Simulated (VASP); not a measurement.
Input of a VASP 6.6.1 run:

INCAR

```
SYSTEM = Sr
ALGO     = Fast           ! electronic algorithm
EDIFF    = 1E-6           ! SCF threshold, eV
ENCUT    = 520            ! plane-wave cutoff, eV
GGA      = PS             ! functional
ISIF     = 2              ! what is computed and relaxed
ISMEAR   = 0              ! smearing method
LASPH    = .TRUE.         ! aspherical terms in the spheres
LCHARG   = .FALSE.        ! write CHGCAR
LREAL    = .FALSE.        ! projectors in reciprocal space
LWAVE    = .FALSE.        ! write WAVECAR
NBANDS   = 11             ! bands
NELM     = 100            ! most SCF steps
PREC     = Accurate       ! precision mode
SIGMA    = 0.15           ! smearing width, eV
```

The input KPOINTS:

```
k-points
0
G
  14 14 14
  0 0 0
```

The input POSCAR:

```
Sr
1.0
   -2.4250000000      2.7887500000      2.4250000000
    2.4250000000     -2.7887500000      2.4250000000
    2.4250000000      2.7887500000     -2.4250000000
Sr
1
Direct
    0.0000000000      0.0000000000      0.0000000000
```

Potentials or basis: VASP PAW PBE potentials, release 64 (Sr_sv).

Run with:

```console
$ cat potpaw_PBE.64/Sr_sv/POTCAR > POTCAR
$ mpirun -np 1 vasp_std > vasp.out
```

Question: Estimate the band gap on the k mesh.

Answer: Zero (bands 5 and 6 overlap by 0.21 eV).

Question: What does it give for the pressure?

Answer: -2.0 GPa.

Stress tensor (GPa, compression positive):
```
-2.02  0.00  0.00
 0.00 -1.83  0.00
 0.00  0.00 -2.02
```

Caveat: the cell differs from its parent crystal (strain +0.1500 x Voigt [0, 1, 0, 0, 0, 0]); the PAW data sets were made with another functional, which shifts forces and pressure a little.
